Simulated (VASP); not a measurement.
# LuAl3N4 (Pmn2_1) in VASP: further runs

LuAl3N4 is run at these levels: PBE; tasks: single point, relaxation of cell and atoms.

All numbers are computed with VASP 6.6.1; they aren't measurements. Logs are shortened: lines on timing, memory, paths and dates and some standing lists are left out, and cuts for length are marked.

## Step 1: The cell of the first run

The structure is orthorhombic, space group Pmn2_1 (No. 31). The conventional cell has a = 6.564 Å, b = 5.675 Å, c = 5.166 Å, α = 90.00°, β = 90.00°, γ = 90.00°. Lu (site symmetry m) has 5 N at 2.18 to 2.89 Å within 2.9 Å. Al (site symmetry m) has 4 N at 1.89 to 1.97 Å within 2.5 Å. Al (site symmetry 1) has 4 N at 1.90 to 1.98 Å within 2.5 Å. Within 2.5 Å of N (site symmetry m) lie 3 Al at 1.91 to 1.92 Å and 1 Lu at 2.20 Å. Within 2.5 Å of N (site symmetry 1) lie 3 Al at 1.89 to 1.90 Å and 1 Lu at 2.18 Å. N (site symmetry m) has 3 Al at 1.97 to 1.98 Å and 1 Lu at 2.28 Å within 2.6 Å.

## Step 2: Single point, PBE

The input, INCAR:

```
PREC = Accurate ; ENCUT = 520
EDIFF = 1E-7 ; ISMEAR = 0
SIGMA = 0.15 ; LREAL = Auto
LASPH = T ; NELM = 60
ALGO = Normal ; ISIF = 2
LWAVE = F ; LCHARG = T
GGA = PE ; LELF = T
LVHAR = T ; NBANDS = 68
```

The input, KPOINTS:

```
Automatic mesh
0
Gamma
  2 2 2
```

The input, POSCAR:

```
LuAl3N4
1.0
    6.5642105209      0.0000000000      0.0000000000
    0.0000000000      5.6749359321      0.0000000000
    0.0000000000      0.0000000000      5.1664911476
Lu Al N
2 6 8
Direct
    0.0000000000      0.8378804032     -0.0166262101
    0.5000000000      0.1621195968      0.4833737899
    0.0000000000      0.1860061074      0.4960734052
    0.5000000000      0.8139938926     -0.0039265948
    0.2499311118      0.6601508805      0.4955150142
    0.7500688882      0.6601508805      0.4955150142
    0.7499311118      0.3398491195     -0.0044849858
    0.2500688882      0.3398491195     -0.0044849858
    0.0000000000      0.2093979128      0.8651510006
    0.5000000000      0.7906020872      0.3651510006
    0.2729839047      0.6502151850      0.8626801330
    0.7270160953      0.6502151850      0.8626801330
    0.0000000000      0.8459670103      0.4240115098
    0.7729839047      0.3497848150      0.3626801330
    0.2270160953      0.3497848150      0.3626801330
    0.5000000000      0.1540329897      0.9240115098
```

Potentials or basis: VASP PAW PBE potentials, release 64 (Lu, Al, N).

The run is started by

```sh
cat potpaw_PBE.64/Lu/POTCAR potpaw_PBE.64/Al/POTCAR potpaw_PBE.64/N/POTCAR > POTCAR
mpirun -np 1 vasp_std > vasp.out
```

OUTCAR:

```text
PREC = Accurate
   ENCUT = 520
   EDIFF = 1E-7
   ISMEAR = 0
   LREAL = Auto
   LASPH = T
   NELM = 60
   ISIF = 2
   GGA = PE

 ion  position               nearest neighbor table
   1  0.000  0.838  0.983-  11 2.18  12 2.18   9 2.20  13 2.28   5 3.17   6 3.17   3 3.20   7 3.27
                             8 3.27   6 3.27   5 3.27   4 3.29   4 3.29   8 3.29   7 3.29   3 3.30
   2  0.500  0.162  0.483-  14 2.18  15 2.18  10 2.20  16 2.28   7 3.17   8 3.17   4 3.20   5 3.27
                             6 3.27   8 3.27   7 3.27   3 3.29   3 3.29   6 3.29   5 3.29   4 3.30
   3  0.000  0.186  0.496-  14 1.89  15 1.89   9 1.91  13 1.97   5 3.15   6 3.15   7 3.18   8 3.18
                             7 3.19   8 3.19   1 3.20   2 3.29   2 3.29   1 3.30
   4  0.500  0.814  0.996-  11 1.89  12 1.89  10 1.91  16 1.97   7 3.15   8 3.15   5 3.18   6 3.18
                             5 3.19   6 3.19   2 3.20   1 3.29   1 3.29   2 3.30
   5  0.250  0.660  0.496-  15 1.90  11 1.90  10 1.92  13 1.98   3 3.15   8 3.16   8 3.16   1 3.17
                             4 3.18   4 3.19   2 3.27   1 3.27   6 3.28   6 3.28   2 3.29
   6  0.750  0.660  0.496-  14 1.90  12 1.90  10 1.92  13 1.98   3 3.15   7 3.16   7 3.16   1 3.17
                             4 3.18   4 3.19   2 3.27   1 3.27   5 3.28   5 3.28   2 3.29
   7  0.750  0.340  0.996-  12 1.90  14 1.90   9 1.92  16 1.98   4 3.15   6 3.16   6 3.16   2 3.17
                             3 3.18   3 3.19   1 3.27   2 3.27   8 3.28   8 3.28   1 3.29
   8  0.250  0.340  0.996-  11 1.90  15 1.90   9 1.92  16 1.98   4 3.15   5 3.16   5 3.16   2 3.17
                             3 3.18   3 3.19   1 3.27   2 3.27   7 3.28   7 3.28   1 3.29
   9  0.000  0.209  0.865-   3 1.91   7 1.92   8 1.92   1 2.20
  10  0.500  0.791  0.365-   4 1.91   5 1.92   6 1.92   2 2.20
  11  0.273  0.650  0.863-   4 1.89   8 1.90   5 1.90   1 2.18
  12  0.727  0.650  0.863-   4 1.89   7 1.90   6 1.90   1 2.18
  13  0.000  0.846  0.424-   3 1.97   5 1.98   6 1.98   1 2.28
  14  0.773  0.350  0.363-   3 1.89   6 1.90   7 1.90   2 2.18
  15  0.227  0.350  0.363-   3 1.89   5 1.90   8 1.90   2 2.18
  16  0.500  0.154  0.924-   4 1.97   7 1.98   8 1.98   2 2.28

  LATTYP: Found a simple orthorhombic cell.
 ALAT       =     5.1664911476
 B/A-ratio  =     1.0984120112
 C/A-ratio  =     1.2705355208

  Lattice vectors:

 A1 = (   0.0000000000,   0.0000000000,  -5.1664911476)
 A2 = (   0.0000000000,   5.6749359321,   0.0000000000)
 A3 = (   6.5642105209,   0.0000000000,   0.0000000000)

Analysis of symmetry for initial positions (statically):
=====================================================================
 Subroutine PRICEL returns:
 Original cell was already a primitive cell.

 Routine SETGRP: Setting up the symmetry group for a
 simple orthorhombic supercell.

 Subroutine GETGRP returns: Found  4 space group operations
 (whereof  2 operations were pure point group operations)
 out of a pool of  8 trial point group operations.

The static configuration has the point symmetry C_1h.
 The point group associated with its full space group is C_2v.

Analysis of symmetry for dynamics (positions and initial velocities):
=====================================================================
 Subroutine PRICEL returns:
 Original cell was already a primitive cell.

 Routine SETGRP: Setting up the symmetry group for a
 simple orthorhombic supercell.

 Subroutine GETGRP returns: Found  4 space group operations
 (whereof  2 operations were pure point group operations)
 out of a pool of  8 trial point group operations.

The dynamic configuration has the point symmetry C_1h.
 The point group associated with its full space group is C_2v.

 Subroutine INISYM returns: Found  4 space group operations
 (whereof  2 operations are pure point group operations),
 and found     1 'primitive' translations

----------------------------------------------------------------------------------------

                                     Primitive cell

  volume of cell :     192.4594

[... 41 lines left out ...]
 Gauss-broadening in eV      SIGMA  =   0.15
  energy-cutoff  :      520.00
  volume of cell :      192.46
 maximum number of plane-waves:      5220
 NGX is ok and might be reduce to    50
   NGX = 25   NGY = 21   NGZ = 19

 number of electron     107.9999972 magnetization

 Free energy of the ion-electron system (eV)
  ---------------------------------------------------
  ext. energy  EPLUGINS =         0.00000000
  ---------------------------------------------------
  free energy    TOTEN  =      -120.16432605 eV

  energy without entropy =     -120.16432605  energy(sigma->0) =     -120.16432605

 E-fermi :   5.1550     XC(G=0): -10.9582

 val. band max:        4.4330709637   @ k =   0.5000   0.5000   0.0000
 cond. band min:       7.6492683867   @ k =   0.0000   0.0000   0.0000
 fundamental gap:      3.2161974230
 Fermi energy:         5.1549661515

 k-point     1 :       0.0000    0.0000    0.0000
  band No.  band energies     occupation
      1     -49.1170      2.00000
      2     -49.1167      2.00000
      3     -20.0304      2.00000
      4     -20.0095      2.00000
      5     -19.9815      2.00000
      6     -19.9799      2.00000
[... 58 lines left out ...]
     65      11.3721      0.00000
     66      11.4027      0.00000

 k-point     2 :       0.5000    0.0000    0.0000
  band No.  band energies     occupation
      1     -49.1169      2.00000
      2     -49.1169      2.00000
      3     -20.0217      2.00000
      4     -20.0217      2.00000
      5     -19.9798      2.00000
      6     -19.9798      2.00000
[... 58 lines left out ...]
     65      11.2983      0.00000
     66      11.2983      0.00000

 k-point     3 :       0.0000    0.5000    0.0000
  band No.  band energies     occupation
      1     -49.1170      2.00000
      2     -49.1167      2.00000
      3     -20.0267      2.00000
      4     -20.0125      2.00000
      5     -19.9873      2.00000
      6     -19.9825      2.00000
[... 334 lines left out ...]
     65      11.1776      0.00000
     66      11.1776      0.00000

 k-point     8 :       0.5000    0.5000    0.5000
  band No.  band energies     occupation
      1     -49.1168      2.00000
      2     -49.1168      2.00000
      3     -20.0213      2.00000
      4     -20.0213      2.00000
      5     -19.9851      2.00000
      6     -19.9851      2.00000
[... 58 lines left out ...]
     65      11.3741      0.00000
     66      11.3741      0.00000
 [bands above 66 left out]

------------------------ aborting loop because EDIFF is reached ----------------------------------------

  FORCE on cell =-STRESS in cart. coord.  units (eV):
  Direction    XX          YY          ZZ          XY          YZ          ZX
  --------------------------------------------------------------------------------------
  -------------------------------------------------------------------------------------
  Total       -0.0219880     -0.2571751     -0.0829828      0.0000000      0.0000000      0.0000000
  in kB       -0.1830443     -2.1409193     -0.6908114      0.0000000      0.0000000      0.0000000
  external PRESSURE =      -1.0049250 kB  Pullay stress =       0.0000000 kB

 VOLUME and BASIS-vectors are now :
 -----------------------------------------------------------------------------
  energy-cutoff  :      520.00
  volume of cell :      192.46
      direct lattice vectors                 reciprocal lattice vectors
     6.564210521  0.000000000  0.000000000     0.152341245  0.000000000  0.000000000
     0.000000000  5.674935932  0.000000000     0.000000000  0.176213443  0.000000000
     0.000000000  0.000000000  5.166491148     0.000000000  0.000000000  0.193554962

 POSITION                                       TOTAL-FORCE (eV/Angst)
 -----------------------------------------------------------------------------------
      0.00000      4.75492      5.08059         0.000000     -0.035113     -0.022167
      3.28211      0.92002      2.49735         0.000000      0.035113     -0.022167
      0.00000      1.05557      2.56296         0.000000      0.022067      0.016910
      3.28211      4.61936      5.14620         0.000000     -0.022067      0.016910
      1.64060      3.74631      2.56007         0.001472     -0.026858      0.015216
      4.92361      3.74631      2.56007        -0.001472     -0.026858      0.015216
[... 8 lines left out ...]
      1.49018      1.98501      1.87378        -0.067779      0.019813     -0.016758
      3.28211      0.87413      4.77390         0.000000      0.011154      0.057266
 -----------------------------------------------------------------------------------
    total drift:                               -0.000000      0.000000     -0.000217

  FREE ENERGIE OF THE ION-ELECTRON SYSTEM (eV)
  ---------------------------------------------------
  free  energy   TOTEN  =      -120.1643260528 eV

  energy  without entropy=     -120.1643260528  energy(sigma->0) =     -120.16432605
```

It took 3.7 min on 1 thread of Intel Xeon Platinum 8488C (Sapphire Rapids), shared host; peak memory 0.31 GiB.

Results:

```
Free energy            : -120.1643 eV
Pressure               : -0.1 GPa
Largest force          : 0.078 eV/Å
Band gap on the k mesh : 3.22 eV, indirect (least direct gap 3.26 eV)
```

Forces in eV/Å, atoms in the order of the input:
```
Lu   0.000 -0.035 -0.022
Lu   0.000  0.035 -0.022
Al   0.000  0.022  0.017
Al   0.000 -0.022  0.017
Al   0.001 -0.027  0.015
Al  -0.001 -0.027  0.015
Al   0.001  0.027  0.015
Al  -0.001  0.027  0.015
N    0.000  0.061 -0.049
N    0.000 -0.061 -0.049
N    0.068 -0.020 -0.017
N   -0.068 -0.020 -0.017
N    0.000 -0.011  0.057
N    0.068  0.020 -0.017
N   -0.068  0.020 -0.017
N    0.000  0.011  0.057
```

Caveat: the k points lie up to 0.61 Å⁻¹ apart; spin-orbit coupling is left out, which moves the levels of the heavy elements. A k mesh can miss the band edges.

## Step 3: Relaxation of cell and atoms, PBE

This run uses another cell than the first one, of 13.23 Å³/atom, 1.100 times its volume.

The input, INCAR:

```
SYSTEM = LuAl3N4
PREC = Accurate
ENCUT = 600
EDIFF = 1E-6
ISMEAR = 0
SIGMA = 0.15
LREAL = Auto
LASPH = .True.
NELM = 80
ALGO = Normal
ISIF = 3
LWAVE = .False.
LCHARG = .False.
GGA = PE
IBRION = 2
NSW = 36
EDIFFG = -0.08
```

The input, KPOINTS:

```
Automatic mesh
0
Gamma
  2 2 2
  0 0 0
```

The input, POSCAR:

```
LuAl3N4
1.0
    6.7000000000      0.0000000000      0.0000000000
    0.0000000000      5.8500000000      0.0000000000
    0.0000000000      0.0000000000      5.4000000000
Lu Al N
2 6 8
Direct
    0.0000000000      0.8330000000      0.0000000000
    0.5000000000      0.1670000000      0.5000000000
    0.0000000000      0.1670000000      0.5000000000
    0.5000000000      0.8330000000      0.0000000000
    0.2500000000      0.6670000000      0.5000000000
    0.7500000000      0.6670000000      0.5000000000
    0.7500000000      0.3330000000      0.0000000000
    0.2500000000      0.3330000000      0.0000000000
    0.0000000000      0.1600000000      0.8650000000
    0.5000000000      0.8400000000      0.3650000000
    0.2450000000      0.6600000000      0.8650000000
    0.7550000000      0.6600000000      0.8650000000
    0.0000000000      0.8200000000      0.3900000000
    0.7450000000      0.3400000000      0.3650000000
    0.2550000000      0.3400000000      0.3650000000
    0.5000000000      0.1800000000      0.8900000000
```

Potentials or basis: VASP PAW PBE potentials, release 64 (Lu, Al, N).

The run is started by

```sh
cat potpaw_PBE.64/Lu/POTCAR potpaw_PBE.64/Al/POTCAR potpaw_PBE.64/N/POTCAR > POTCAR
mpirun -np 1 vasp_std > vasp.out
```

Wall time 23 min (1 thread of AMD EPYC 9R45 (Zen 5), shared host); peak memory 0.41 GiB.

It converged, with:

| Property | Result |
| --- | --- |
| Free energy | -120.2021 eV |
| Relaxed volume | 12.02 Å³/atom |
| Relaxed cell | a = 6.583 Å, b = 5.655 Å, c = 5.166 Å, α = 90.00°, β = 90.00°, γ = 90.00° |
| Space group after relaxing (to 0.05 Å) | Pmn2_1 (No. 31) |
| Energy gained by relaxing | 241.6 meV/atom |
| Ionic steps | 10 |
| Pressure after relaxing | -0.2 GPa |
| Largest force after relaxing | 0.071 eV/Å |
| Band gap on the k mesh | 3.23 eV, indirect (least direct gap 3.26 eV) |

Forces in eV/Å, atoms in the order of the input:
```
Lu   0.000  0.055 -0.046
Lu   0.000 -0.055 -0.046
Al   0.000 -0.016 -0.022
Al   0.000  0.016 -0.022
Al   0.021 -0.044  0.031
Al  -0.021 -0.044  0.031
Al   0.021  0.044  0.031
Al  -0.021  0.044  0.031
N    0.000  0.001 -0.024
N    0.000 -0.001 -0.024
N   -0.018 -0.008  0.013
N    0.018 -0.008  0.013
N    0.000  0.034  0.004
N   -0.018  0.008  0.013
N    0.018  0.008  0.013
N    0.000 -0.034  0.004
```

Stress tensor (GPa, compression positive):
```
-0.34  0.00  0.00
 0.00 -0.07  0.00
 0.00  0.00 -0.04
```

Step by step:
```csv
step,energy change (eV),largest force (eV/Å),pressure (GPa),volume (Å³)
1,0.0000,4.0065,-7.92,211.65
2,-3.3867,1.5512,0.39,192.24
3,-3.4549,1.4373,3.46,188.82
4,-3.7344,0.4721,-1.23,193.44
5,-3.7415,0.4328,-0.62,192.77
6,-3.8251,0.2963,0.02,192.16
7,-3.8278,0.3306,0.09,192.02
8,-3.8613,0.1151,0.19,191.94
9,-3.8615,0.1133,0.17,191.93
10,-3.8657,0.0713,-0.15,192.29
```

Final structure:
```xyz
16
Lattice="6.5830 0.0000 0.0000 0.0000 5.6545 0.0000 0.0000 0.0000 5.1657" Properties=species:S:1:pos:R:3 pbc="T T T"
Lu    6.5830    4.7222    5.0811
Lu    3.2915    0.9323    2.4982
Al    6.5830    1.0536    2.5652
Al    3.2915    4.6010    5.1481
Al    1.6445    3.7375    2.5585
Al    4.9385    3.7375    2.5585
Al    4.9360    1.9170    5.1414
Al    1.6470    1.9170    5.1414
N     6.5830    1.1834    4.4699
N     3.2915    4.4712    1.8870
N     1.8048    3.6757    4.4525
N     4.7782    3.6757    4.4525
N     6.5830    4.7792    2.1959
N     5.0963    1.9789    1.8696
N     1.4867    1.9789    1.8696
N     3.2915    0.8754    4.7788
```

Levels at points of the mesh, in eV from the valence-band top:
| k point | band 50 | band 51 | band 52 | band 53 | band 54 | band 55 | band 56 | band 57 | band 58 | band 59 |
| --- | --- | --- | --- | --- | --- | --- | --- | --- | --- | --- |
| (0.00, 0.00, 0.00) | -0.50 | -0.46 | -0.38 | -0.11 | -0.04 | 3.23 | 4.32 | 4.37 | 4.39 | 5.38 |
| (0.50, 0.00, 0.00) | -0.67 | -0.38 | -0.38 | -0.07 | -0.07 | 4.19 | 4.19 | 5.23 | 5.23 | 5.58 |
| (0.00, 0.50, 0.00) | -0.36 | -0.28 | -0.15 | -0.08 | -0.08 | 4.22 | 4.51 | 4.66 | 4.74 | 5.30 |
| (0.50, 0.50, 0.00) | -0.55 | -0.16 | -0.16 | 0.00 | 0.00 | 4.64 | 4.64 | 5.05 | 5.05 | 5.37 |
| (0.00, 0.00, 0.50) | -0.56 | -0.41 | -0.41 | -0.26 | -0.26 | 4.22 | 4.22 | 5.21 | 5.21 | 5.43 |
| (0.50, 0.00, 0.50) | -0.65 | -0.42 | -0.42 | -0.08 | -0.08 | 5.11 | 5.11 | 5.27 | 5.27 | 5.66 |
| (0.00, 0.50, 0.50) | -0.85 | -0.51 | -0.51 | -0.21 | -0.21 | 4.67 | 4.67 | 4.96 | 4.96 | 5.78 |
| (0.50, 0.50, 0.50) | -0.81 | -0.33 | -0.33 | -0.01 | -0.01 | 4.87 | 4.87 | 5.08 | 5.08 | 5.83 |

Caveat: the k points lie up to 0.61 Å⁻¹ apart in the final cell; spin-orbit coupling is left out, which moves the levels of the heavy elements; the relaxation stopped at a loose force limit of 0.08 eV/Å, so its end isn't a converged minimum. A k mesh can miss the band edges.

## Step 4: Single point, PBE (volume scaled by 0.91, then relaxed in part)

The input, INCAR:

```
SYSTEM = LuAl3N4
PREC = Accurate
ENCUT = 520
EDIFF = 1E-6
ISMEAR = 0
SIGMA = 0.02
LREAL = Auto
LASPH = .True.
NELM = 60
ALGO = Normal
ISIF = 2
LWAVE = .False.
LCHARG = .False.
GGA = PE
NBANDS = 68
```

The input, KPOINTS:

```
regular mesh
0
Gamma
  4 4 6
  0 0 0
```

The input, POSCAR:

```
LuAl3N4
1.0
    6.4029588663      0.0000000000      0.0000000000
    0.0000000000      5.4980544115      0.0000000000
    0.0000000000      0.0000000000      4.9661745877
Lu Al N
2 6 8
Direct
    0.0000000000      0.8366743890      0.9809509599
    0.5000000000      0.1633256110      0.4809509599
    0.0000000000      0.1840941469      0.4949922760
    0.5000000000      0.8159058531      0.9949922760
    0.2492789817      0.6609878943      0.4934541482
    0.7507210183      0.6609878943      0.4934541482
    0.7492789817      0.3390121057      0.9934541482
    0.2507210183      0.3390121057      0.9934541482
    0.0000000000      0.2108781146      0.8670901173
    0.5000000000      0.7891218854      0.3670901173
    0.2742297478      0.6508292719      0.8637029786
    0.7257702522      0.6508292719      0.8637029786
    0.0000000000      0.8448234963      0.4276523931
    0.7742297478      0.3491707281      0.3637029786
    0.2257702522      0.3491707281      0.3637029786
    0.5000000000      0.1551765037      0.9276523931
```

The run is started by

```sh
cat potpaw_PBE.64/Lu/POTCAR potpaw_PBE.64/Al/POTCAR potpaw_PBE.64/N/POTCAR > POTCAR
mpirun -np 1 vasp_std > vasp.out
```

Wall time 12 min (1 thread of Intel Xeon Platinum 8488C (Sapphire Rapids), shared host); peak memory 0.45 GiB.

Results (log left out):

```yaml
Free_energy: -119.2959 eV
Pressure: 19.5 GPa
Largest_force: 0.091 eV/Å
Band_gap_on_the_k_mesh: 3.63 eV, indirect (least direct gap 3.70 eV)
```

Forces on the atoms (eV/Å):
```
Lu   0.000  0.006  0.013
Lu   0.000 -0.006  0.013
Al   0.000  0.010 -0.003
Al   0.000 -0.010 -0.003
Al   0.003  0.001  0.000
Al  -0.003  0.001  0.000
Al   0.003 -0.001  0.000
Al  -0.003 -0.001  0.000
N    0.000  0.080 -0.020
N    0.000 -0.080 -0.020
N    0.078 -0.042 -0.022
N   -0.078 -0.042 -0.022
N    0.000  0.002  0.054
N    0.078  0.042 -0.022
N   -0.078  0.042 -0.022
N    0.000 -0.002  0.054
```

Levels at points of the mesh, in eV from the valence-band top:
```csv
k point,band 52,band 53,band 54,band 55,band 56,band 57
"(0.00, 0.00, 0.00)",-0.49,-0.18,-0.07,3.63,4.30,4.42
"(0.50, 0.00, 0.00)",-0.47,-0.11,-0.11,4.15,4.15,5.53
"(0.00, 0.50, 0.00)",-0.22,-0.14,-0.08,4.29,4.64,4.71
"(0.50, 0.50, 0.00)",-0.23,-0.02,-0.02,4.66,4.66,5.18
"(0.00, 0.00, 0.50)",-0.56,-0.36,-0.36,4.39,4.39,5.39
"(0.50, 0.00, 0.50)",-0.54,-0.21,-0.21,5.28,5.28,5.40
"(0.00, 0.50, 0.50)",-0.58,-0.30,-0.30,4.83,4.83,5.17
"(0.50, 0.50, 0.50)",-0.48,-0.05,-0.05,4.99,4.99,5.29
```

Caveat: the cell differs from its parent crystal (volume scaled by 0.91, then relaxed in part); spin-orbit coupling is left out, which moves the levels of the heavy elements. A k mesh can miss the band edges.

## Step 5: The runs side by side

| task | cell | k mesh | cutoff (eV) | smearing | gap on the mesh (eV) | pressure (GPa) | largest force (eV/Å) |
| --- | --- | --- | --- | --- | --- | --- | --- |
| single point | a = 6.564, b = 5.675, c = 5.166 Å, 16 atoms | 2 × 2 × 2 | 520 | gaussian 0.15 eV | 3.22 | -0.1 | 0.08 |
| relaxation of cell and atoms | relaxed from a = 6.700, b = 5.850, c = 5.400 Å, 16 atoms | 2 × 2 × 2 | 600 | gaussian 0.15 eV | 3.23 | -0.2 | 0.07 |
| single point | a = 6.403, b = 5.498, c = 4.966 Å, 16 atoms | 4 × 4 × 6 | 520 | gaussian 0.02 eV | 3.63 | 19.5 | 0.09 |

Alike in all rows: level PBE; potentials or basis VASP PAW PBE potentials, release 64 (Lu, Al, N); no spin polarisation.

Caveats: some runs use coarse meshes; spin-orbit coupling is left out, which moves the levels of the heavy elements; the relaxation stopped at a loose force limit of 0.08 eV/Å, so its end isn't a converged minimum (some runs).

Absolute energies hang on the potentials; compare differences alone.
